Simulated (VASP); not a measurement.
# CaP2Ru2 (I4/mmm) in VASP: relaxation of the atoms with LDA

Aim: the relaxation of the atoms of CaP2Ru2 with LDA.

Everything below comes from runs of VASP 6.6.1. Logs are shortened: lines on timing, memory, paths and dates and some standing lists are left out, and cuts for length are marked.

## 1. The cell of the first run

The structure is tetragonal, space group I4/mmm (No. 139). The conventional cell has a = 4.047 Å, b = 4.047 Å, c = 9.927 Å, α = 90.00°, β = 90.00°, γ = 90.00°. Ca (site symmetry 4/mmm) has 10 P at 3.16 to 3.62 Å and 8 Ru at 3.20 Å and 4 Ca at 4.05 Å within 4.2 Å. Within 3.2 Å of P (site symmetry 4mm) lie 4 Ru at 2.32 Å and 1 P at 2.69 Å and 4 Ca at 3.16 Å. Within 3.3 Å of Ru (site symmetry -4m2) lie 4 P at 2.32 Å and 4 Ru at 2.86 Å and 4 Ca at 3.20 Å.

## 2. Relaxation of the atoms, LDA

INCAR reads:

```
  ALGO = Normal
  EDIFF = 1E-7
  EDIFFG = -0.05
  ENCUT = 450
  GGA_COMPAT = False
  IBRION = 2
  ISIF = 2
  ISMEAR = 1
  KPAR = 4
  LASPH = True
  LCHARG = False
  LREAL = False
  LWAVE = False
  NELM = 120
  NELMIN = 4
  NSW = 80
  PREC = Accurate
  SIGMA = 0.1
```

KPOINTS reads:

```
k-points
0
Gamma
  9 9 9
```

POSCAR reads:

```
CaP2Ru2
1.0
   -2.0232980000      2.0232980000      4.9636710000
    2.0232980000     -2.0232980000      4.9636710000
    2.0232980000      2.0232980000     -4.9636710000
Ca P Ru
1 2 2
Direct
    0.0000000000      0.0000000000      0.0000000000
    0.6357110000      0.6357110000      0.0000000000
    0.3642890000      0.3642890000      0.0000000000
    0.7500000000      0.2500000000      0.5000000000
    0.2500000000      0.7500000000      0.5000000000
```

Potentials or basis: VASP PAW LDA potentials, release 64 (Ca_sv, P, Ru_pv).

The run is started by

```console
cat potpaw_LDA.64/Ca_sv/POTCAR potpaw_LDA.64/P/POTCAR potpaw_LDA.64/Ru_pv/POTCAR > POTCAR
mpirun -np 4 vasp_std > vasp.out
```

OUTCAR:

```text
EDIFF = 1E-7
   EDIFFG = -0.05
   ENCUT = 450
   IBRION = 2
   ISIF = 2
   ISMEAR = 1
   LASPH = True
   LREAL = False
   NELM = 120
   NELMIN = 4
   NSW = 80
   PREC = Accurate

 ion  position               nearest neighbor table
   1  0.000  0.000  0.000-   4 3.20   5 3.20   4 3.20   5 3.20   4 3.20   5 3.20   4 3.20   5 3.20

   2  0.636  0.636  0.000-   5 2.32   4 2.32   4 2.32   5 2.32   3 2.69
   3  0.364  0.364  0.000-   4 2.32   5 2.32   5 2.32   4 2.32   2 2.69
   4  0.750  0.250  0.500-   3 2.32   2 2.32   3 2.32   2 2.32   5 2.86   5 2.86   5 2.86   5 2.86
                             1 3.20   1 3.20   1 3.20   1 3.20
   5  0.250  0.750  0.500-   3 2.32   2 2.32   3 2.32   2 2.32   4 2.86   4 2.86   4 2.86   4 2.86
                             1 3.20   1 3.20   1 3.20   1 3.20

  LATTYP: Found a body centered tetragonal cell.
 ALAT       =     4.0465960000
 C/A-ratio  =     2.4532575033

  Lattice vectors:

 A1 = (  -2.0232980000,   2.0232980000,   4.9636710000)
 A2 = (   2.0232980000,  -2.0232980000,   4.9636710000)
 A3 = (   2.0232980000,   2.0232980000,  -4.9636710000)

Analysis of symmetry for initial positions (statically):
=====================================================================
 Subroutine PRICEL returns:
 Original cell was already a primitive cell.

 Routine SETGRP: Setting up the symmetry group for a
 body centered tetragonal supercell.

 Subroutine GETGRP returns: Found 16 space group operations
 (whereof 16 operations were pure point group operations)
 out of a pool of 16 trial point group operations.

The static configuration has the point symmetry D_4h.

Analysis of symmetry for dynamics (positions and initial velocities):
=====================================================================
 Subroutine PRICEL returns:
 Original cell was already a primitive cell.

 Routine SETGRP: Setting up the symmetry group for a
 body centered tetragonal supercell.

 Subroutine GETGRP returns: Found 16 space group operations
 (whereof 16 operations were pure point group operations)
 out of a pool of 16 trial point group operations.

The dynamic configuration has the point symmetry D_4h.

 Subroutine INISYM returns: Found 16 space group operations
 (whereof 16 operations are pure point group operations),
 and found     1 'primitive' translations

----------------------------------------------------------------------------------------

                                     Primitive cell

  volume of cell :      81.2798

  direct lattice vectors                    reciprocal lattice vectors
    -2.023298000  2.023298000  4.963671000     0.000000000  0.247121284  0.100731898
     2.023298000 -2.023298000  4.963671000     0.247121284  0.000000000  0.100731898
     2.023298000  2.023298000 -4.963671000     0.247121284  0.247121284  0.000000000

  length of vectors
     5.729354186  5.729354186  5.729354186     0.266862969  0.266862969  0.349482272

  position of ions in fractional coordinates (direct lattice)
     0.000000000  0.000000000  0.000000000
     0.635711000  0.635711000  0.000000000
     0.364289000  0.364289000  0.000000000
     0.750000000  0.250000000  0.500000000
     0.250000000  0.750000000  0.500000000

  ion indices of the primitive-cell ions
   primitive index   ion index
                 1           1
                 2           2
                 3           3
                 4           4
                 5           5

----------------------------------------------------------------------------------------

 KPOINTS: k-points

Automatic generation of k-mesh.
 Grid dimensions read from file:
 generate k-points for:    9    9    9

 Generating k-lattice:

  Cartesian coordinates                     Fractional coordinates (reciprocal lattice)
     0.000000000  0.027457920  0.011192433     0.111111111  0.000000000  0.000000000
     0.027457920  0.000000000  0.011192433     0.000000000  0.111111111  0.000000000
     0.027457920  0.027457920  0.000000000     0.000000000  0.000000000  0.111111111

  Length of vectors
     0.029651441  0.029651441  0.038831364

  Shift w.r.t. Gamma in fractional coordinates (k-lattice)
     0.000000000  0.000000000  0.000000000

 Subroutine IBZKPT returns following result:
 ===========================================

 Found     75 irreducible k-points:

 Following reciprocal coordinates:
            Coordinates               Weight
  0.000000  0.000000  0.000000      1.000000
  0.111111  0.000000  0.000000      8.000000
  0.222222  0.000000  0.000000      8.000000
  0.333333  0.000000 -0.000000      8.000000
  0.444444  0.000000  0.000000      8.000000
  0.111111  0.111111  0.000000      8.000000
[... 16 lines left out ...]
 -0.333333  0.333333  0.000000      4.000000
  0.444444  0.444444  0.000000      8.000000
 [... further k-points ...]
   k-points           NKPTS =     75   k-points in BZ     NKDIM =     75   number of bands    NBANDS=     28
   number of dos      NEDOS =    301   number of ions     NIONS =      5
   total plane-waves  NPLWV =  64000
   dimension x,y,z NGX =    40 NGY =   40 NGZ =   40
   dimension x,y,z NGXF=    80 NGYF=   80 NGZF=   80
   ions per type =               1   2   2
   NGX,Y,Z   is equivalent  to a cutoff of  11.61, 11.61, 11.61 a.u.
   NGXF,Y,Z  is equivalent  to a cutoff of  23.21, 23.21, 23.21 a.u.
 SYSTEM =  unknown system
   PREC   = accura    normal or accurate (medium, high low for compatibility)
   ISTART =      0    job   : 0-new  1-cont  2-samecut
   ICHARG =      2    charge: 1-file 2-atom 10-const
   ISPIN  =      1    spin polarized calculation?
   LNONCOLLINEAR =      F non collinear calculations
   LSORBIT =      F    spin-orbit coupling
   LASPH  =      T    aspherical Exc in radial PAW
   ENCUT  =  450.0 eV  33.07 Ry    5.75 a.u.   9.91  9.91  9.91*2*pi/ulx,y,z
   NELM   =    120;   NELMIN=  4; NELMDL= -5     # of ELM steps
   EDIFF  = 0.1E-06   stopping-criterion for ELM
   LREAL  =      F    real-space projection
   EDIFFG = -.5E-01   stopping-criterion for IOM
   NSW    =     80    number of steps for IOM
   IBRION =      2    ionic relax: 0-MD 1-quasi-New 2-CG
   NFREE  =      1    steps in history (QN), initial steepest desc. (CG)
   ISIF   =      2    stress and relaxation
   ISYM   =      2    0-nonsym 1-usesym 2-fastsym
   POTIM  = 0.5000    time-step for ionic-motion
   TEBEG  =    0.0;   TEEND  =   0.0 temperature during run
   PSTRESS=    0.0 pullay stress
   NELECT =      48.0000    total number of electrons
   NUPDOWN=      -1.0000    fix difference up-down
   EMIN   =  10.00;   EMAX   =-10.00  energy-range for DOS
   EFERMI =   0.00;   METHOD = LEGACY
   ISMEAR =     1;   SIGMA  =   0.10  broadening in eV -4-tet -1-fermi 0-gaus
   EFERMI_NEDOS =   21; number of points for ismear=-14 and -15
   IALGO  =     38    algorithm
   IMIX   =      4    mixing-type and parameters
     AMIX     =   0.40;   BMIX     =  1.00
     AMIX_MAG =   1.60;   BMIX_MAG =  1.00
  volume/ion in A,a.u.               =      16.26       109.70
  Fermi-wavevector in a.u.,A,eV,Ry     =   1.373497  2.595533 25.667305  1.886494
  Thomas-Fermi vector in A             =   2.499009
   LORBIT       =      0    0 simple, 1 ext, 2 COOP (PROOUT), +10 PAW based schemes
   GGA     = CA    functional components
   LHFCALC =     F    Hartree Fock is set to
   AEXX    =    0.0000 exact exchange contribution
   IVDW    =     0    specifies the selected vdW correction
   LEPSILON=     F    determine dielectric tensor
   LRPA    =     F    only Hartree local field effects (RPA)
 conjugate gradient relaxation of ions
 non-spin polarized calculation
 Methfessel and Paxton  Order N= 1 SIGMA  =   0.10
  energy-cutoff  :      450.00
  volume of cell :       81.28
 maximum number of plane-waves:      1794
   NGX = 19   NGY = 19   NGZ = 19

 number of electron      47.9999995 magnetization

 Free energy of the ion-electron system (eV)
  ---------------------------------------------------
  ext. energy  EPLUGINS =         0.00000000
  ---------------------------------------------------
  free energy    TOTEN  =       -40.63281529 eV

  energy without entropy =      -40.63183513  energy(sigma->0) =      -40.63248857

 E-fermi :   8.8367     XC(G=0): -11.8554

 val. band max:        8.8335307389   @ k =  -0.4444   0.4444   0.1111
 cond. band min:       8.9155611295   @ k =   0.2222   0.2222   0.1111
 fundamental gap:      0.0820303906
 Fermi energy:         8.8367142378

 k-point     1 :       0.0000    0.0000    0.0000
  band No.  band energies     occupation
      1     -33.9284      2.00000
      2     -33.9284      2.00000
      3     -33.6327      2.00000
      4     -33.6327      2.00000
      5     -33.5637      2.00000
      6     -33.4875      2.00000
[... 20 lines left out ...]
     27      11.2843      0.00000
     28      11.2844      0.00000

 k-point     2 :       0.1111    0.0000    0.0000
  band No.  band energies     occupation
      1     -33.9208      2.00000
      2     -33.9197      2.00000
      3     -33.6430      2.00000
      4     -33.6417      2.00000
      5     -33.5613      2.00000
      6     -33.4898      2.00000
[... 20 lines left out ...]
     27      11.0478      0.00000
     28      11.3548      0.00000

 k-point     3 :       0.2222    0.0000    0.0000
  band No.  band energies     occupation
      1     -33.8983      2.00000
      2     -33.8944      2.00000
      3     -33.6720      2.00000
      4     -33.6678      2.00000
      5     -33.5546      2.00000
      6     -33.4962      2.00000
[... 20 lines left out ...]
     27      10.8556      0.00000
     28      11.6597      0.00000

 k-point     4 :       0.3333    0.0000   -0.0000
  band No.  band energies     occupation
      1     -33.8626      2.00000
      2     -33.8555      2.00000
      3     -33.7151      2.00000
      4     -33.7076      2.00000
      5     -33.5443      2.00000
      6     -33.5060      2.00000
[... 578 lines left out ...]
     27      10.1130     -0.00000
     28      10.5720     -0.00000

 k-point    23 :      -0.3333    0.3333    0.0000
  band No.  band energies     occupation
      1     -33.9650      2.00000
      2     -33.8930      2.00000
      3     -33.6839      2.00000
      4     -33.6087      2.00000
      5     -33.5336      2.00000
      6     -33.5148      2.00000
[... 20 lines left out ...]
     27      10.3198     -0.00000
     28      11.0557      0.00000

 k-point    24 :       0.4444    0.4444    0.0000
  band No.  band energies     occupation
      1     -33.9762      2.00000
      2     -33.9669      2.00000
      3     -33.6106      2.00000
      4     -33.6014      2.00000
      5     -33.5251      2.00000
      6     -33.5225      2.00000
[... 20 lines left out ...]
     27      10.0606     -0.00000
     28      10.3386     -0.00000

 [... further k-points ...]

------------------------ aborting loop because EDIFF is reached ----------------------------------------

  FORCE on cell =-STRESS in cart. coord.  units (eV):
  Direction    XX          YY          ZZ          XY          YZ          ZX
  --------------------------------------------------------------------------------------
  -------------------------------------------------------------------------------------
  Total       -3.0595876     -3.0595876     -2.9740211      0.0000000     -0.0000000      0.0000000
  in kB      -60.3102028    -60.3102028    -58.6235266      0.0000000     -0.0000000      0.0000000
  external PRESSURE =     -59.7479774 kB  Pullay stress =       0.0000000 kB

 VOLUME and BASIS-vectors are now :
 -----------------------------------------------------------------------------
  energy-cutoff  :      450.00
  volume of cell :       81.28
      direct lattice vectors                 reciprocal lattice vectors
    -2.023298000  2.023298000  4.963671000     0.000000000  0.247121284  0.100731898
     2.023298000 -2.023298000  4.963671000     0.247121284  0.000000000  0.100731898
     2.023298000  2.023298000 -4.963671000     0.247121284  0.247121284  0.000000000

 POSITION                                       TOTAL-FORCE (eV/Angst)
 -----------------------------------------------------------------------------------
      0.00000      0.00000      0.00000        -0.000000     -0.000000     -0.000000
      0.00000      0.00000      6.31092        -0.000000     -0.000000      0.028069
      0.00000      0.00000      3.61642         0.000000      0.000000     -0.028069
      0.00000      2.02330      2.48184        -0.000000     -0.000000     -0.000000
      2.02330      0.00000      2.48184        -0.000000     -0.000000     -0.000000
 -----------------------------------------------------------------------------------
    total drift:                                0.000000     -0.000000     -0.000000

  FREE ENERGIE OF THE ION-ELECTRON SYSTEM (eV)
  ---------------------------------------------------
  free  energy   TOTEN  =       -40.6328152895 eV

  energy  without entropy=      -40.6318351284  energy(sigma->0) =      -40.63248857

 reached required accuracy - stopping structural energy minimisation
```

Wall time 59 s (4 MPI ranks of Intel Xeon Platinum 8259CL at 2.50GHz (Skylake/Cascade Lake), shared host); peak memory 0.29 GiB.

Results:

```
Free energy                  : -40.6328 eV
Pressure after relaxing      : -6.0 GPa
Largest force after relaxing : 0.028 eV/Å
Band gap on the k mesh       : zero (bands 24 and 25 overlap by 1.95 eV)
```

Forces in eV/Å, atoms in the order of the input:
```
Ca   0.000  0.000  0.000
P    0.000  0.000  0.028
P    0.000  0.000 -0.028
Ru   0.000  0.000  0.000
Ru   0.000  0.000  0.000
```

Stress tensor (GPa, compression positive):
```
-6.03  0.00  0.00
 0.00 -6.03  0.00
 0.00  0.00 -5.86
```

Final structure:
```
Ca P Ru
1.0
    -2.02330    2.02330    4.96367
     2.02330   -2.02330    4.96367
     2.02330    2.02330   -4.96367
Ca P Ru
1 2 2
Direct
  0.00000 0.00000 0.00000
  0.63571 0.63571 0.00000
  0.36429 0.36429 0.00000
  0.75000 0.25000 0.50000
  0.25000 0.75000 0.50000
```

Caveat: the relaxation stopped at its first step, so nothing moved; the relaxation stopped at a loose force limit of 0.05 eV/Å, so its end isn't a converged minimum.

The gap in the log of VASP goes by the Fermi energy; the results here count the filled bands.